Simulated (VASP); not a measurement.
# Al (Fm-3m) in VASP: a series of runs

The runs below take Al through single point, with PBE+D3(BJ).

Everything below comes from runs of VASP 6.6.1. Logs are shortened: lines on timing, memory, paths and dates and some standing lists are left out, and cuts for length are marked.

## Step 1: The cell of the first run

It takes space group Fm-3m (No. 225, cubic). The conventional cell has a = 3.901 Å, b = 3.901 Å, c = 3.901 Å, α = 90.00°, β = 90.00°, γ = 90.00°. Al (site symmetry m-3m) has 12 Al at 2.76 Å within 3.6 Å.

## Step 2: Single point, PBE+D3(BJ) (volume scaled by 0.94)

The input, INCAR:

```
SYSTEM = Al
  ALGO = Normal
  EDIFF = 1E-6
  ENCUT = 500
  GGA = PE
  GGA_COMPAT = .False.
  ISIF = 2
  ISMEAR = 0
  IVDW = 12
  LASPH = .True.
  LCHARG = .False.
  LREAL = .False.
  LWAVE = .False.
  NBANDS = 8
  NELM = 120
  PREC = Accurate
  SIGMA = 0.1
```

The input, KPOINTS:

```
k-points
0
Gamma
  18 18 18
  0 0 0
```

The input, POSCAR:

```
Al
1.0
    0.0000000000      1.9504676166      1.9504676166
    1.9504676166      0.0000000000      1.9504676166
    1.9504676166      1.9504676166      0.0000000000
Al
1
Direct
    0.0000000000      0.0000000000      0.0000000000
```

Potentials or basis: VASP PAW PBE potentials, release 64 (Al).

Launch:

```bash
$ cat potpaw_PBE.64/Al/POTCAR > POTCAR
$ mpirun -np 1 vasp_std > vasp.out
```

OUTCAR:

```text
SYSTEM = Al
   EDIFF = 1E-6
   ENCUT = 500
   GGA = PE
   ISIF = 2
   ISMEAR = 0
   IVDW = 12
   LASPH = .True.
   LREAL = .False.
   NELM = 120
   PREC = Accurate
 IVDW          = 12

 ion  position               nearest neighbor table
   1  0.000  0.000  0.000-

  LATTYP: Found a face centered cubic cell.
 ALAT       =     3.9009352332

  Lattice vectors:

 A1 = (   0.0000000000,   1.9504676166,   1.9504676166)
 A2 = (   1.9504676166,   0.0000000000,   1.9504676166)
 A3 = (   1.9504676166,   1.9504676166,   0.0000000000)

Analysis of symmetry for initial positions (statically):
=====================================================================
 Subroutine PRICEL returns:
 Original cell was already a primitive cell.

 Routine SETGRP: Setting up the symmetry group for a
 face centered cubic supercell.

 Subroutine GETGRP returns: Found 48 space group operations
 (whereof 48 operations were pure point group operations)
 out of a pool of 48 trial point group operations.

The static configuration has the point symmetry O_h .

Analysis of symmetry for dynamics (positions and initial velocities):
=====================================================================
 Subroutine PRICEL returns:
 Original cell was already a primitive cell.

 Routine SETGRP: Setting up the symmetry group for a
 face centered cubic supercell.

 Subroutine GETGRP returns: Found 48 space group operations
 (whereof 48 operations were pure point group operations)
 out of a pool of 48 trial point group operations.

The dynamic configuration has the point symmetry O_h .

 Subroutine INISYM returns: Found 48 space group operations
 (whereof 48 operations are pure point group operations),
 and found     1 'primitive' translations

----------------------------------------------------------------------------------------

                                     Primitive cell

  volume of cell :      14.8404

  direct lattice vectors                    reciprocal lattice vectors
     0.000000000  1.950467617  1.950467617    -0.256348783  0.256348783  0.256348783
     1.950467617  0.000000000  1.950467617     0.256348783 -0.256348783  0.256348783
     1.950467617  1.950467617  0.000000000     0.256348783  0.256348783 -0.256348783

  length of vectors
     2.758377756  2.758377756  2.758377756     0.444009117  0.444009117  0.444009117

  position of ions in fractional coordinates (direct lattice)
     0.000000000  0.000000000  0.000000000

  ion indices of the primitive-cell ions
   primitive index   ion index
                 1           1

----------------------------------------------------------------------------------------

 KPOINTS: k-points

Automatic generation of k-mesh.
 Grid dimensions read from file:
 generate k-points for:   18   18   18

 Generating k-lattice:

  Cartesian coordinates                     Fractional coordinates (reciprocal lattice)
    -0.014241599  0.014241599  0.014241599     0.055555556  0.000000000  0.000000000
     0.014241599 -0.014241599  0.014241599     0.000000000  0.055555556  0.000000000
     0.014241599  0.014241599 -0.014241599     0.000000000  0.000000000  0.055555556

  Length of vectors
     0.024667173  0.024667173  0.024667173

  Shift w.r.t. Gamma in fractional coordinates (k-lattice)
     0.000000000  0.000000000  0.000000000

 Subroutine IBZKPT returns following result:
 ===========================================

 Found    195 irreducible k-points:

 Following reciprocal coordinates:
            Coordinates               Weight
  0.000000  0.000000  0.000000      1.000000
  0.055556  0.000000  0.000000      8.000000
  0.111111  0.000000  0.000000      8.000000
  0.166667  0.000000  0.000000      8.000000
  0.222222  0.000000  0.000000      8.000000
  0.277778  0.000000  0.000000      8.000000
[... 16 lines left out ...]
 -0.277778  0.055556  0.000000     24.000000
 -0.222222  0.055556  0.000000     24.000000
 [... further k-points ...]
   k-points           NKPTS =    195   k-points in BZ     NKDIM =    195   number of bands    NBANDS=      8
   number of dos      NEDOS =    301   number of ions     NIONS =      1
   total plane-waves  NPLWV =   8000
   dimension x,y,z NGX =    20 NGY =   20 NGZ =   20
   dimension x,y,z NGXF=    40 NGYF=   40 NGZF=   40
   ions per type =               1
   NGX,Y,Z   is equivalent  to a cutoff of  12.05, 12.05, 12.05 a.u.
   NGXF,Y,Z  is equivalent  to a cutoff of  24.11, 24.11, 24.11 a.u.
 SYSTEM =  Al
   PREC   = accura    normal or accurate (medium, high low for compatibility)
   ISTART =      0    job   : 0-new  1-cont  2-samecut
   ICHARG =      2    charge: 1-file 2-atom 10-const
   ISPIN  =      1    spin polarized calculation?
   LNONCOLLINEAR =      F non collinear calculations
   LSORBIT =      F    spin-orbit coupling
   LASPH  =      T    aspherical Exc in radial PAW
   ENCUT  =  500.0 eV  36.75 Ry    6.06 a.u.   5.03  5.03  5.03*2*pi/ulx,y,z
   NELM   =    120;   NELMIN=  2; NELMDL= -5     # of ELM steps
   EDIFF  = 0.1E-05   stopping-criterion for ELM
   LREAL  =      F    real-space projection
   EDIFFG = 0.1E-04   stopping-criterion for IOM
   NSW    =      0    number of steps for IOM
   IBRION =     -1    ionic relax: 0-MD 1-quasi-New 2-CG
   NFREE  =      0    steps in history (QN), initial steepest desc. (CG)
   ISIF   =      2    stress and relaxation
   ISYM   =      2    0-nonsym 1-usesym 2-fastsym
   POTIM  = 0.5000    time-step for ionic-motion
   TEBEG  =    0.0;   TEEND  =   0.0 temperature during run
   PSTRESS=    0.0 pullay stress
   NELECT =       3.0000    total number of electrons
   NUPDOWN=      -1.0000    fix difference up-down
   EMIN   =  10.00;   EMAX   =-10.00  energy-range for DOS
   EFERMI =   0.00;   METHOD = LEGACY
   ISMEAR =     0;   SIGMA  =   0.10  broadening in eV -4-tet -1-fermi 0-gaus
   EFERMI_NEDOS =   21; number of points for ismear=-14 and -15
   IALGO  =     38    algorithm
   IMIX   =      4    mixing-type and parameters
     AMIX     =   0.40;   BMIX     =  1.00
     AMIX_MAG =   1.60;   BMIX_MAG =  1.00
  volume/ion in A,a.u.               =      14.84       100.15
  Fermi-wavevector in a.u.,A,eV,Ry     =   0.960800  1.815649 12.560047  0.923137
  Thomas-Fermi vector in A             =   2.090116
   LORBIT       =      0    0 simple, 1 ext, 2 COOP (PROOUT), +10 PAW based schemes
   GGA     = PE    functional components
   LHFCALC =     F    Hartree Fock is set to
   AEXX    =    0.0000 exact exchange contribution
   IVDW    =    12    specifies the selected vdW correction
   LEPSILON=     F    determine dielectric tensor
   LRPA    =     F    only Hartree local field effects (RPA)
 non-spin polarized calculation
 Gauss-broadening in eV      SIGMA  =   0.10
  energy-cutoff  :      500.00
  volume of cell :       14.84
 maximum number of plane-waves:       388
   NGX =  9   NGY =  9   NGZ =  9

 number of electron       3.0000000 magnetization

 Free energy of the ion-electron system (eV)
  ---------------------------------------------------
  ext. energy  EPLUGINS =         0.00000000
  ---------------------------------------------------
  free energy    TOTEN  =        -3.69644147 eV

  energy without entropy =       -3.69388421  energy(sigma->0) =       -3.69516284

 E-fermi :   9.1501     XC(G=0): -10.5862

 val. band max:        9.1344508988   @ k =  -0.3333   0.4444   0.1111
 cond. band min:       9.1896473043   @ k =  -0.3333   0.3889   0.0556
 fundamental gap:      0.0551964055
 Fermi energy:         9.1501332924

 k-point     1 :       0.0000    0.0000    0.0000
  band No.  band energies     occupation
      1      -2.7356      2.00000
      2      22.3763      0.00000
      3      22.3763      0.00000
      4      22.3763      0.00000
      5      24.7089      0.00000
      6      24.7089      0.00000
      7      24.7089      0.00000
      8      26.4083      0.00000

 k-point     2 :       0.0556    0.0000    0.0000
  band No.  band energies     occupation
      1      -2.6456      2.00000
      2      20.9021      0.00000
      3      22.1438      0.00000
      4      22.1438      0.00000
      5      25.0866      0.00000
      6      25.0866      0.00000
      7      25.1078      0.00000
      8      27.4167      0.00000

 k-point     3 :       0.1111    0.0000    0.0000
  band No.  band energies     occupation
      1      -2.3760      2.00000
      2      18.5737      0.00000
      3      21.6956      0.00000
      4      21.6956      0.00000
      5      25.0499      0.00000
      6      25.9538      0.00000
      7      25.9538      0.00000
      8      28.1233      0.00000

 k-point     4 :       0.1667    0.0000    0.0000
  band No.  band energies     occupation
      1      -1.9279      2.00000
      2      16.2065      0.00000
      3      21.2716      0.00000
      4      21.2716      0.00000
      5      24.8223      0.00000
      6      26.5573      0.00000
      7      26.5573      0.00000
      8      27.4359      0.00000

 k-point     5 :       0.2222    0.0000    0.0000
  band No.  band energies     occupation
      1      -1.3032      2.00000
      2      13.9148      0.00000
      3      20.9491      0.00000
      4      20.9491      0.00000
      5      24.6046      0.00000
      6      25.5294      0.00000
      7      25.5294      0.00000
      8      28.6178      0.00000

 k-point     6 :       0.2778    0.0000    0.0000
  band No.  band energies     occupation
      1      -0.5046      2.00000
      2      11.7348      0.00000
      3      20.7526      0.00000
      4      20.7526      0.00000
      5      24.4517      0.00000
      6      24.4517      0.00000
      7      24.4700      0.00000
      8      28.7247      0.00000

 k-point     7 :       0.3333    0.0000    0.0000
  band No.  band energies     occupation
      1       0.4647      2.00000
      2       9.6838      0.00000
      3      20.6903      0.00000
      4      20.6903      0.00000
      5      23.4970      0.00000
      6      23.4970      0.00000
      7      24.4557      0.00000
      8      27.7529      0.00000
[... 133 lines left out ...]
 k-point    20 :      -0.4444    0.0556    0.0000
  band No.  band energies     occupation
      1       3.4291      2.00000
      2       5.5418      2.00000
      3      19.3161      0.00000
      4      20.5670      0.00000
      5      22.1855      0.00000
      6      22.4971      0.00000
      7      25.7076      0.00000
      8      26.8669      0.00000

 k-point    21 :      -0.3889    0.0556    0.0000
  band No.  band energies     occupation
      1       2.0913      2.00000
      2       7.2415      2.00000
      3      19.0426      0.00000
      4      21.1748      0.00000
      5      22.2335      0.00000
      6      22.8191      0.00000
      7      25.3925      0.00000
      8      27.5152      0.00000

 k-point    22 :      -0.3333    0.0556    0.0000
  band No.  band energies     occupation
      1       0.9027      2.00000
      2       9.1008      1.51458
      3      18.9165      0.00000
      4      21.7941      0.00000
      5      22.2511      0.00000
      6      23.5975      0.00000
      7      25.2133      0.00000
      8      28.3016      0.00000

 k-point    23 :      -0.2778    0.0556    0.0000
  band No.  band energies     occupation
      1      -0.1219      2.00000
      2      11.1018      0.00000
      3      18.9398      0.00000
      4      21.9739      0.00000
      5      22.9942      0.00000
      6      24.4920      0.00000
      7      25.1961      0.00000
      8      29.1403      0.00000

 k-point    24 :      -0.2222    0.0556    0.0000
  band No.  band energies     occupation
      1      -0.9773      2.00000
      2      13.2322      0.00000
      3      19.1125      0.00000
      4      22.1195      0.00000
      5      24.0397      0.00000
      6      25.1418      0.00000
      7      25.6699      0.00000
      8      27.9844      0.00000

 [... further k-points ...]

------------------------ aborting loop because EDIFF is reached ----------------------------------------

 Edisp (eV)   -0.37558

 E8    (eV) :    -0.1682

  FORCE on cell =-STRESS in cart. coord.  units (eV):
  Direction    XX          YY          ZZ          XY          YZ          ZX
  --------------------------------------------------------------------------------------
  -------------------------------------------------------------------------------------
  Total       0.56204     0.56204     0.56204     0.00000     0.00000    -0.00000
  in kB      60.67811    60.67811    60.67811     0.00000     0.00000    -0.00000
  external pressure =       60.68 kB  Pullay stress =        0.00 kB

 VOLUME and BASIS-vectors are now :
 -----------------------------------------------------------------------------
  energy-cutoff  :      500.00
  volume of cell :       14.84
      direct lattice vectors                 reciprocal lattice vectors
     0.000000000  1.950467617  1.950467617    -0.256348783  0.256348783  0.256348783
     1.950467617  0.000000000  1.950467617     0.256348783 -0.256348783  0.256348783
     1.950467617  1.950467617  0.000000000     0.256348783  0.256348783 -0.256348783

 POSITION                                       TOTAL-FORCE (eV/Angst)
 -----------------------------------------------------------------------------------
      0.00000      0.00000      0.00000         0.000000      0.000000      0.000000
 -----------------------------------------------------------------------------------
    total drift:                                0.000000      0.000000     -0.000000

  FREE ENERGIE OF THE ION-ELECTRON SYSTEM (eV)
  ---------------------------------------------------
  free  energy   TOTEN  =        -4.0720174271 eV

  energy  without entropy=       -4.0694601648  energy(sigma->0) =       -4.07073880
```

It took 29 s on 1 thread of Intel Xeon 8259CL, shared host; peak memory 0.14 GiB.

Results:

| Item | Value |
| --- | --- |
| Free energy | -4.0720 eV |
| Pressure | 6.1 GPa |
| Dispersion energy per atom | -0.376 eV |

Levels at points of the mesh, in eV from the Fermi level:
| k point | band 1 | band 2 | band 3 | band 4 |
| --- | --- | --- | --- | --- |
| (0.00, 0.00, 0.00) | -11.89 | 13.23 | 13.23 | 13.23 |
| (0.50, 0.00, 0.00) | -5.02 | -4.53 | 11.96 | 11.96 |
| (0.50, 0.50, 0.00) | -3.18 | -1.64 | 5.28 | 6.12 |

Caveat: pairwise dispersion overbinds metals, which lowers pressure and volume.

[end of part 1 of 2]
